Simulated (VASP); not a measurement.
## HgTe: relaxation of cell and atoms with PBEsol

Crystal: HgTe.

```
Hg Te
1.0
     0.00000    3.22350    3.22350
     3.22350    0.00000    3.22350
     3.22350    3.22350    0.00000
Hg Te
1 1
Direct
  0.00000 0.00000 0.00000
  0.25000 0.25000 0.25000
```

```json
{
  "Program": "VASP 6.6.1",
  "Task": "relaxation of cell and atoms",
  "Functional": "PBEsol",
  "Potentials or basis": "VASP PAW PBE potentials, release 64 (Hg, Te)",
  "Cutoff": "600 eV",
  "k mesh": "12 × 12 × 12",
  "Occupations": "gaussian, width 0.1 eV",
  "Spin": "no spin polarisation",
  "Dipole correction": "no",
  "Further INCAR settings": "ALGO = Normal; EDIFF = 1e-06; IBRION = 2; EDIFFG = -0.005; NSW = 100; ISIF = 3"
}
```

The relaxed volume is 34.58 Å³/atom, the relaxed cell is a = 4.607 Å, b = 4.607 Å, c = 4.607 Å, α = 60.00°, β = 60.00°, γ = 60.00° and the space group after relaxing (to 0.05 Å) is F-43m (No. 216). The energy gained by relaxing is 4.8 meV/atom, the ionic steps are 3 and the pressure after relaxing is 0.0 GPa. The band gap on the k mesh is zero (filled and empty bands touch).

The path:
```tsv
step	energy change (eV)	largest force (eV/Å)	pressure (GPa)	volume (Å³)
1	0.0000	0.0000	1.46	66.99
2	-0.0083	0.0000	-0.48	69.99
3	-0.0096	0.0000	0.00	69.16
```

Final structure:
```cif
data_structure
_symmetry_space_group_name_H-M 'P 1'
_symmetry_Int_Tables_number 1
_cell_length_a 4.6075
_cell_length_b 4.6075
_cell_length_c 4.6075
_cell_angle_alpha 60.000
_cell_angle_beta 60.000
_cell_angle_gamma 60.000
_cell_volume 69.16
loop_
_atom_site_label
_atom_site_type_symbol
_atom_site_fract_x
_atom_site_fract_y
_atom_site_fract_z
_atom_site_occupancy
Hg1 Hg 0.00000 0.00000 0.00000 1
Te1 Te 0.25000 0.25000 0.25000 1
```

Levels at points of the mesh, in eV from the Fermi level:
```tsv
k point	band 7	band 8	band 9	band 10	band 11	band 12
(0.00, 0.00, 0.00)	-0.93	-0.06	-0.06	-0.06	4.16	4.16
(0.50, 0.00, 0.00)	-5.44	-1.01	-1.01	0.57	4.94	4.94
(0.50, 0.50, 0.00)	-5.40	-2.26	-2.26	1.79	2.38	7.95
```

Run time: 6 min on 1 thread of AMD EPYC 7R13, with other jobs on the host, peak memory 0.25 GiB.

Caveat: the PAW data sets were made with another functional, which shifts forces and pressure a little; spin-orbit coupling is left out, which moves the levels of the heavy elements.
